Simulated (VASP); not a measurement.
Here is a VASP 6.6.1 calculation.

Contents of INCAR:

```
ALGO     = Normal         # electronic algorithm
EDIFF    = 1E-6           # SCF threshold, eV
ENCUT    = 750            # plane-wave cutoff, eV
GGA      = PE             # functional
GGA_COMPAT= F            
ISIF     = 2              # what is computed and relaxed
ISMEAR   = 0              # smearing method
LASPH    = T              # aspherical terms in the spheres
LCHARG   = F              # write CHGCAR
LREAL    = F              # projectors in reciprocal space
LWAVE    = F              # write WAVECAR
NBANDS   = 13             # bands
NELM     = 120            # most SCF steps
PREC     = Accurate       # precision mode
SIGMA    = 0.01           # smearing width, eV
```

KPOINTS

```
k-points
0
Gamma
  4 4 4
```

File POSCAR:

```
Li2S
1.0
    0.0000000000      2.7970608902      2.7970608902
    2.7970608902      0.0000000000      2.7970608902
    2.7970608902      2.7970608902      0.0000000000
Li S
2 1
Direct
    0.7500000000      0.7500000000      0.7500000000
    0.2500000000      0.2500000000      0.2500000000
    0.0000000000      0.0000000000      0.0000000000
```

Potentials or basis: VASP PAW PBE potentials, release 64 (Li_sv, S).

Command:

```console
$ cat potpaw_PBE.64/Li_sv/POTCAR potpaw_PBE.64/S/POTCAR > POTCAR
$ mpirun -np 1 vasp_std > vasp.out
```

Problem. Estimate the pressure.

Solution. 2.6 GPa.

Problem. What does it give for the band gap on the k mesh?

Solution. 3.35 eV, indirect (least direct gap 4.55 eV).

Caveat: the k points lie up to 0.49 Å⁻¹ apart. A k mesh can miss the band edges.
